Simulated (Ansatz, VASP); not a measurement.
## Two plane-wave programs on Te

The input POSCAR:

```
Te
1.0
   -2.8819165035      3.7765380930      1.4957726108
    2.8819165035     -3.7765380930      1.4957726108
    2.8819165035      3.7765380930     -1.4957726108
Te
2
Direct
    0.9990710000      0.2490710000      0.7500000000
    0.0009290000      0.7509290000      0.2500000000
```

Contents of INCAR.step1:

```
SYSTEM = Te
PREC     = Accurate       ! precision mode
ENCUT    = 520            ! plane-wave cutoff, eV
ISMEAR   = 1              ! smearing method
SIGMA    = 0.1            ! smearing width, eV
LREAL    = .False.        ! projectors in reciprocal space
LASPH    = .True.         ! aspherical terms in the spheres
NELM     = 80             ! most SCF steps
NBANDS   = 13             ! bands
GGA      = PE             ! functional
ALGO     = Normal         ! electronic algorithm
EDIFF    = 1E-4           ! SCF threshold, eV
LWAVE    = .True.         ! write WAVECAR
LCHARG   = .False.        ! write CHGCAR
```

Contents of INCAR.step2:

```
SYSTEM = Te
PREC     = Accurate       ! precision mode
ENCUT    = 520            ! plane-wave cutoff, eV
EDIFF    = 1E-6           ! SCF threshold, eV
ISMEAR   = 1              ! smearing method
SIGMA    = 0.1            ! smearing width, eV
LREAL    = .False.        ! projectors in reciprocal space
LASPH    = .True.         ! aspherical terms in the spheres
NELM     = 80             ! most SCF steps
ALGO     = Normal         ! electronic algorithm
ISIF     = 2              ! what is computed and relaxed
LWAVE    = .False.        ! write WAVECAR
LCHARG   = .False.        ! write CHGCAR
METAGGA  = R2SCAN         ! meta-GGA
LMIXTAU  = .True.       
NBANDS   = 13             ! bands
ISTART   = 1
```

KPOINTS

```
Automatic mesh
0
Gamma
  11 11 11
  0 0 0
```

Input for Ansatz:

```yaml
crystal:
  lattice:
    - [-2.8819165035498595, 3.7765380929883605, 1.4957726107673186]
    - [2.8819165035498595, -3.7765380929883605, 1.4957726107673186]
    - [2.8819165035498595, 3.7765380929883605, -1.4957726107673186]
  atoms:
    - { symbol: Te, position: [0.999071, 0.249071, 0.75] }
    - { symbol: Te, position: [0.000929, 0.750929, 0.25] }
basis:
  ecutwfc: 530.0
kpoints:
  mp_grid:
    grid: [11, 11, 11]
hamiltonian:
  xc: r2scan
  pseudopotentials:
    kind: paw
scf:
  occupations:
    method: cold
    width: 0.1
output:
  stress: true
```

Alike in both runs: task single point; functional r2SCAN; k mesh 11 × 11 × 11; no spin polarisation.

|  | VASP | Ansatz |
| --- | --- | --- |
| version | VASP 6.6.1 | Ansatz 0.2.0 |
| potentials or method | VASP PAW PBE potentials, release 64 (Te), cutoff 520 eV | plane waves, PAW |
| occupations | methfessel-paxton of order 1, width 0.1 eV | cold, width 0.1 eV |
| valence electrons in the cell | 12 | 32 |

|  | VASP | Ansatz | Ansatz less VASP |
| --- | --- | --- | --- |
| pressure (GPa) | 4.6 | 4.6 | -0.02 |
| traceless stress, the component that is largest in VASP (GPa) | -3.92 | -3.94 | -0.012 |

VASP's potentials were made for PBE, not for r2SCAN. VASP's potentials hold 12 valence electrons a cell and Ansatz's 32, so a difference there can come from the potentials and not from the codes.

Neither program's run includes spin-orbit coupling.
